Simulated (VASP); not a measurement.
# PbS (Amm2) in VASP: notebook

Runs on PbS. Level: PBEsol. Tasks: single point.

Everything below comes from runs of VASP 6.6.1. Logs are shortened: lines on timing, memory, paths and dates and some standing lists are left out, and cuts for length are marked.

## Step 1: The cell of the first run

Symmetry: Amm2, No. 38, orthorhombic system. The conventional cell has a = 4.070 Å, b = 11.380 Å, c = 11.147 Å, α = 90.00°, β = 90.00°, γ = 90.00°. Pb (site symmetry m) has 5 S at 2.81 to 3.14 Å and 1 Pb at 3.69 Å within 3.7 Å. Within 3.7 Å of Pb (site symmetry mm2) lie 4 S at 2.81 to 2.89 Å. Within 3.8 Å of Pb (site symmetry mm2) lie 6 S at 2.91 to 3.13 Å. Within 4.1 Å of S (site symmetry m) lie 5 Pb at 2.85 to 3.13 Å and 4 S at 3.90 to 4.07 Å. S (site symmetry mm2) has 4 Pb at 2.81 Å within 3.7 Å. S (site symmetry mm2) has 6 Pb at 2.91 to 3.14 Å within 3.8 Å.

## Step 2: Single point, PBEsol

Input file INCAR:

```
ALGO = Normal ; EDIFF = 1E-6
ENCUT = 520 ; GGA = PS
ISIF = 2 ; ISMEAR = 0
LASPH = True ; LCHARG = False
LREAL = False ; LWAVE = False
NBANDS = 50 ; NELM = 60
PREC = Accurate ; SIGMA = 0.01
```

Input file KPOINTS:

```
k-points
0
Gamma
  6 4 4
```

Input file POSCAR:

```
PbS
1.0
    4.0699300000      0.0000000000      0.0000000000
    0.0000000000      5.6898200000      5.5736000000
    0.0000000000     -5.6898200000      5.5736000000
Pb S
4 4
Direct
    0.0000000000      0.6631100000      0.3391500000
    0.0000000000      0.3391500000      0.6631100000
    0.5000000000      0.1373900000      0.1373900000
    0.0000000000      0.8237300000      0.8237300000
    0.5000000000      0.7748200000      0.1178500000
    0.5000000000      0.1178500000      0.7748200000
    0.0000000000      0.3109000000      0.3109000000
    0.5000000000      0.6372500000      0.6372500000
```

Potentials or basis: VASP PAW PBE potentials, release 64 (Pb_d, S).

On the command line:

```
> cat potpaw_PBE.64/Pb_d/POTCAR potpaw_PBE.64/S/POTCAR > POTCAR
> mpirun -np 1 vasp_std > vasp.out
```

OUTCAR:

```text
EDIFF = 1E-6
   ENCUT = 520
   GGA = PS
   ISIF = 2
   ISMEAR = 0
   LASPH = True
   LREAL = False
   NELM = 60
   PREC = Accurate

 ion  position               nearest neighbor table
   1  0.000  0.663  0.339-   7 2.81   5 2.85   5 2.85   8 3.14   8 3.14   2 3.69   4 4.04
   2  0.000  0.339  0.663-   7 2.81   6 2.85   6 2.85   8 3.14   8 3.14   1 3.69   4 4.04
   3  0.500  0.137  0.137-   7 2.81   7 2.81   5 2.89   6 2.89   4 4.05   4 4.05
   4  0.000  0.824  0.824-   8 2.91   8 2.91   5 3.13   5 3.13   6 3.13   6 3.13   1 4.04   2 4.04
                             3 4.05   3 4.05
   5  0.500  0.775  0.118-   1 2.85   1 2.85   3 2.89   4 3.13   4 3.13
   6  0.500  0.118  0.775-   2 2.85   2 2.85   3 2.89   4 3.13   4 3.13
   7  0.000  0.311  0.311-   3 2.81   3 2.81   1 2.81   2 2.81
   8  0.500  0.637  0.637-   4 2.91   4 2.91   1 3.14   1 3.14   2 3.14   2 3.14

  LATTYP: Found a base centered orthorhombic cell.
 ALAT       =    11.1472000000
 B/A-ratio  =     1.0208518731
 C/A-ratio  =     0.3651078298

  Lattice vectors:

 A1 = (   0.0000000000,   5.6898200000,   5.5736000000)
 A2 = (   0.0000000000,  -5.6898200000,   5.5736000000)
 A3 = (   4.0699300000,   0.0000000000,   0.0000000000)

Analysis of symmetry for initial positions (statically):
=====================================================================
 Subroutine PRICEL returns:
 Original cell was already a primitive cell.

 Routine SETGRP: Setting up the symmetry group for a
 base centered orthorhombic supercell.

 Subroutine GETGRP returns: Found  4 space group operations
 (whereof  4 operations were pure point group operations)
 out of a pool of  8 trial point group operations.

The static configuration has the point symmetry C_2v.

Analysis of symmetry for dynamics (positions and initial velocities):
=====================================================================
 Subroutine PRICEL returns:
 Original cell was already a primitive cell.

 Routine SETGRP: Setting up the symmetry group for a
 base centered orthorhombic supercell.

 Subroutine GETGRP returns: Found  4 space group operations
 (whereof  4 operations were pure point group operations)
 out of a pool of  8 trial point group operations.

The dynamic configuration has the point symmetry C_2v.

 Subroutine INISYM returns: Found  4 space group operations
 (whereof  4 operations are pure point group operations),
 and found     1 'primitive' translations

----------------------------------------------------------------------------------------

                                     Primitive cell

  volume of cell :     258.1376

  direct lattice vectors                    reciprocal lattice vectors
     4.069930000  0.000000000  0.000000000     0.245704472  0.000000000  0.000000000
     0.000000000  5.689820000  5.573600000     0.000000000  0.087876242  0.089708626
     0.000000000 -5.689820000  5.573600000     0.000000000 -0.087876242  0.089708626

  length of vectors
     4.069930000  7.964864631  7.964864631     0.245704472  0.125578149  0.125578149

  position of ions in fractional coordinates (direct lattice)
     0.000000000  0.663110000  0.339150000
     0.000000000  0.339150000  0.663110000
     0.500000000  0.137390000  0.137390000
     0.000000000  0.823730000  0.823730000
     0.500000000  0.774820000  0.117850000
     0.500000000  0.117850000  0.774820000
     0.000000000  0.310900000  0.310900000
     0.500000000  0.637250000  0.637250000

  ion indices of the primitive-cell ions
   primitive index   ion index
                 1           1
                 2           2
                 3           3
                 4           4
                 5           5
                 6           6
                 7           7
                 8           8

----------------------------------------------------------------------------------------

 KPOINTS: k-points

Automatic generation of k-mesh.
 Grid dimensions read from file:
 generate k-points for:    6    4    4

 Generating k-lattice:

  Cartesian coordinates                     Fractional coordinates (reciprocal lattice)
     0.040950745  0.000000000  0.000000000     0.166666667  0.000000000  0.000000000
     0.000000000  0.021969061  0.022427157     0.000000000  0.250000000  0.000000000
     0.000000000 -0.021969061  0.022427157     0.000000000  0.000000000  0.250000000

  Length of vectors
     0.040950745  0.031394537  0.031394537

  Shift w.r.t. Gamma in fractional coordinates (k-lattice)
     0.000000000  0.000000000  0.000000000

 Subroutine IBZKPT returns following result:
 ===========================================

 Found     28 irreducible k-points:

 Following reciprocal coordinates:
            Coordinates               Weight
  0.000000  0.000000  0.000000      1.000000
  0.166667  0.000000  0.000000      2.000000
  0.333333  0.000000  0.000000      2.000000
  0.500000  0.000000  0.000000      1.000000
  0.000000  0.250000  0.000000      4.000000
  0.166667  0.250000  0.000000      8.000000
[... 16 lines left out ...]
  0.333333 -0.250000  0.250000      4.000000
  0.500000 -0.250000  0.250000      2.000000
 [... further k-points ...]
   k-points           NKPTS =     28   k-points in BZ     NKDIM =     28   number of bands    NBANDS=     50
   number of dos      NEDOS =    301   number of ions     NIONS =      8
   total plane-waves  NPLWV = 108000
   dimension x,y,z NGX =    30 NGY =   60 NGZ =   60
   dimension x,y,z NGXF=    60 NGYF=  120 NGZF=  120
   ions per type =               4   4
   NGX,Y,Z   is equivalent  to a cutoff of  12.25, 12.52, 12.52 a.u.
   NGXF,Y,Z  is equivalent  to a cutoff of  24.51, 25.05, 25.05 a.u.
 SYSTEM =  unknown system
   PREC   = accura    normal or accurate (medium, high low for compatibility)
   ISTART =      0    job   : 0-new  1-cont  2-samecut
   ICHARG =      2    charge: 1-file 2-atom 10-const
   ISPIN  =      1    spin polarized calculation?
   LNONCOLLINEAR =      F non collinear calculations
   LSORBIT =      F    spin-orbit coupling
   LASPH  =      T    aspherical Exc in radial PAW
   ENCUT  =  520.0 eV  38.22 Ry    6.18 a.u.   7.57 14.81 14.81*2*pi/ulx,y,z
   NELM   =     60;   NELMIN=  2; NELMDL= -5     # of ELM steps
   EDIFF  = 0.1E-05   stopping-criterion for ELM
   LREAL  =      F    real-space projection
   EDIFFG = 0.1E-04   stopping-criterion for IOM
   NSW    =      0    number of steps for IOM
   IBRION =     -1    ionic relax: 0-MD 1-quasi-New 2-CG
   NFREE  =      0    steps in history (QN), initial steepest desc. (CG)
   ISIF   =      2    stress and relaxation
   ISYM   =      2    0-nonsym 1-usesym 2-fastsym
   POTIM  = 0.5000    time-step for ionic-motion
   TEBEG  =    0.0;   TEEND  =   0.0 temperature during run
   PSTRESS=    0.0 pullay stress
   NELECT =      80.0000    total number of electrons
   NUPDOWN=      -1.0000    fix difference up-down
   EMIN   =  10.00;   EMAX   =-10.00  energy-range for DOS
   EFERMI =   0.00;   METHOD = LEGACY
   ISMEAR =     0;   SIGMA  =   0.01  broadening in eV -4-tet -1-fermi 0-gaus
   EFERMI_NEDOS =   21; number of points for ismear=-14 and -15
   IALGO  =     38    algorithm
   IMIX   =      4    mixing-type and parameters
     AMIX     =   0.40;   BMIX     =  1.00
     AMIX_MAG =   1.60;   BMIX_MAG =  1.00
  volume/ion in A,a.u.               =      32.27       217.75
  Fermi-wavevector in a.u.,A,eV,Ry     =   1.107867  2.093566 16.699382  1.227370
  Thomas-Fermi vector in A             =   2.244387
   LORBIT       =      0    0 simple, 1 ext, 2 COOP (PROOUT), +10 PAW based schemes
   GGA     = PS    functional components
   LHFCALC =     F    Hartree Fock is set to
   AEXX    =    0.0000 exact exchange contribution
   IVDW    =     0    specifies the selected vdW correction
   LEPSILON=     F    determine dielectric tensor
   LRPA    =     F    only Hartree local field effects (RPA)
 non-spin polarized calculation
 Gauss-broadening in eV      SIGMA  =   0.01
  energy-cutoff  :      520.00
  volume of cell :      258.14
 maximum number of plane-waves:      6978
   NGX = 15   NGY = 29   NGZ = 29

 number of electron      79.9999989 magnetization

 Free energy of the ion-electron system (eV)
  ---------------------------------------------------
  ext. energy  EPLUGINS =         0.00000000
  ---------------------------------------------------
  free energy    TOTEN  =       -36.15462461 eV

  energy without entropy =      -36.15462461  energy(sigma->0) =      -36.15462461

 E-fermi :   3.7404     XC(G=0):  -8.6599

 val. band max:        3.6498847547   @ k =   0.5000   0.0000   0.0000
 cond. band min:       4.1098661006   @ k =   0.5000  -0.2500   0.2500
 fundamental gap:      0.4599813459
 Fermi energy:         3.7404299454

 k-point     1 :       0.0000    0.0000    0.0000
  band No.  band energies     occupation
      1     -13.2536      2.00000
      2     -13.1762      2.00000
      3     -13.1546      2.00000
      4     -13.1472      2.00000
      5     -13.1432      2.00000
      6     -13.1369      2.00000
[... 42 lines left out ...]
     49       7.4844      0.00000
     50       7.6887      0.00000

 k-point     2 :       0.1667    0.0000    0.0000
  band No.  band energies     occupation
      1     -13.2381      2.00000
      2     -13.1814      2.00000
      3     -13.1700      2.00000
      4     -13.1536      2.00000
      5     -13.1314      2.00000
      6     -13.1251      2.00000
[... 42 lines left out ...]
     49       7.5898      0.00000
     50       7.7685      0.00000

 k-point     3 :       0.3333    0.0000    0.0000
  band No.  band energies     occupation
      1     -13.2193      2.00000
      2     -13.1917      2.00000
      3     -13.1875      2.00000
      4     -13.1532      2.00000
      5     -13.1213      2.00000
      6     -13.1196      2.00000
[... 1102 lines left out ...]
     49       7.8601      0.00000
     50       8.1393      0.00000

 k-point    24 :       0.5000   -0.2500    0.2500
  band No.  band energies     occupation
      1     -13.2257      2.00000
      2     -13.1971      2.00000
      3     -13.1792      2.00000
      4     -13.1590      2.00000
      5     -13.1250      2.00000
      6     -13.1183      2.00000
[... 42 lines left out ...]
     49       7.6771      0.00000
     50       8.0391      0.00000

 [... further k-points ...]

------------------------ aborting loop because EDIFF is reached ----------------------------------------

  FORCE on cell =-STRESS in cart. coord.  units (eV):
  Direction    XX          YY          ZZ          XY          YZ          ZX
  --------------------------------------------------------------------------------------
  -------------------------------------------------------------------------------------
  Total       -3.2549968     -2.9259702     -2.9004206      0.0000000      0.0000000      0.0000000
  in kB      -20.2027223    -18.1605591    -18.0019813      0.0000000      0.0000000      0.0000000
  external PRESSURE =     -18.7884209 kB  Pullay stress =       0.0000000 kB

 VOLUME and BASIS-vectors are now :
 -----------------------------------------------------------------------------
  energy-cutoff  :      520.00
  volume of cell :      258.14
      direct lattice vectors                 reciprocal lattice vectors
     4.069930000  0.000000000  0.000000000     0.245704472  0.000000000  0.000000000
     0.000000000  5.689820000  5.573600000     0.000000000  0.087876242  0.089708626
     0.000000000 -5.689820000  5.573600000     0.000000000 -0.087876242  0.089708626

 POSITION                                       TOTAL-FORCE (eV/Angst)
 -----------------------------------------------------------------------------------
      0.00000      1.84327      5.58620         0.000000     -0.065455      0.006229
      0.00000     -1.84327      5.58620         0.000000      0.065455      0.006229
      2.03497      0.00000      1.53151         0.000000      0.000000     -0.040444
      0.00000      0.00000      9.18228         0.000000      0.000000      0.060449
      2.03497      3.73804      4.97539         0.000000      0.055002     -0.029197
      2.03497     -3.73804      4.97539         0.000000     -0.055002     -0.029197
      0.00000      0.00000      3.46566         0.000000      0.000000      0.075511
      2.03497      0.00000      7.10355         0.000000      0.000000     -0.049580
 -----------------------------------------------------------------------------------
    total drift:                                0.000000      0.000001      0.000635

  FREE ENERGIE OF THE ION-ELECTRON SYSTEM (eV)
  ---------------------------------------------------
  free  energy   TOTEN  =       -36.1546246134 eV

  energy  without entropy=      -36.1546246134  energy(sigma->0) =      -36.15462461
```

Wall time 5.6 min (1 thread of Oxide Virtual Turin-like, shared host); peak memory 0.45 GiB.

Results:

```
Free energy            : -36.1546 eV
Pressure               : -1.9 GPa
Largest force          : 0.076 eV/Å
Band gap on the k mesh : 0.46 eV (least direct gap 0.47 eV)
```

Forces on the atoms (eV/Å):
```
Pb   0.000 -0.065  0.006
Pb   0.000  0.065  0.006
Pb   0.000  0.000 -0.040
Pb   0.000  0.000  0.060
S    0.000  0.055 -0.029
S    0.000 -0.055 -0.029
S    0.000  0.000  0.076
S    0.000  0.000 -0.050
```

Stress tensor (GPa, compression positive):
```
-2.02  0.00  0.00
 0.00 -1.82  0.00
 0.00  0.00 -1.80
```

Caveat: the PAW data sets were made with another functional, which shifts forces and pressure a little; spin-orbit coupling is left out, which moves the levels of the heavy elements.

## Step 3: Single point, PBEsol

Input file INCAR:

```
SYSTEM = PbS
PREC = Accurate ; ENCUT = 520
EDIFF = 1E-6 ; ISMEAR = 0
SIGMA = 0.01 ; LREAL = .FALSE.
LASPH = .TRUE. ; NELM = 100
ALGO = Normal ; ISIF = 2
LWAVE = .FALSE. ; LCHARG = .TRUE.
GGA = PS ; LELF = .TRUE.
LVHAR = .TRUE. ; NBANDS = 50
```

Input file KPOINTS:

```
Automatic mesh
0
G
  6 4 4
  0 0 0
```

POSCAR is that of step 2.

Potentials or basis: VASP PAW PBE potentials, release 64 (Pb_d, S).

On the command line:

```
> cat potpaw_PBE.64/Pb_d/POTCAR potpaw_PBE.64/S/POTCAR > POTCAR
> mpirun -np 1 vasp_std > vasp.out
```

Wall time 5.3 min (1 thread of Oxide Virtual Turin-like, shared host); peak memory 0.45 GiB.

Results (log left out):

```
Free energy            : -36.1546 eV
Pressure               : -1.9 GPa
Largest force          : 0.076 eV/Å
Band gap on the k mesh : 0.46 eV (least direct gap 0.47 eV)
```

Forces in eV/Å, atoms in the order of the input:
```
Pb   0.000 -0.065  0.006
Pb   0.000  0.065  0.006
Pb   0.000  0.000 -0.040
Pb   0.000  0.000  0.060
S    0.000  0.055 -0.029
S    0.000 -0.055 -0.029
S    0.000  0.000  0.076
S    0.000  0.000 -0.050
```

Stress tensor (GPa, compression positive):
```
-2.02  0.00  0.00
 0.00 -1.82  0.00
 0.00  0.00 -1.80
```

Levels at points of the mesh, in eV from the valence-band top:
```
           k point  band 36  band 37  band 38  band 39  band 40  band 41  band 42  band 43  band 44  band 45
(0.00, 0.00, 0.00)    -1.69    -1.43    -1.30    -1.24    -0.09     0.77     2.13     2.43     2.46     2.73
(0.50, 0.00, 0.00)    -2.30    -1.50    -1.12    -0.49     0.00     0.47     1.12     1.98     2.77     2.77
(0.00, 0.50, 0.00)    -1.60    -1.38    -1.03    -0.87    -0.39     1.16     1.94     2.38     2.46     2.67
(0.50, 0.50, 0.00)    -2.08    -1.82    -1.27    -1.23    -0.82     0.67     1.82     1.93     2.34     2.48
(0.00, 0.50, 0.50)    -1.74    -1.70    -1.62    -0.58    -0.44     0.94     1.11     2.71     2.85     2.98
(0.50, 0.50, 0.50)    -2.34    -2.07    -1.95    -1.49    -0.78     0.87     1.34     1.99     2.46     2.80
```

Caveat: the PAW data sets were made with another functional, which shifts forces and pressure a little; spin-orbit coupling is left out, which moves the levels of the heavy elements. A k mesh can miss the band edges.
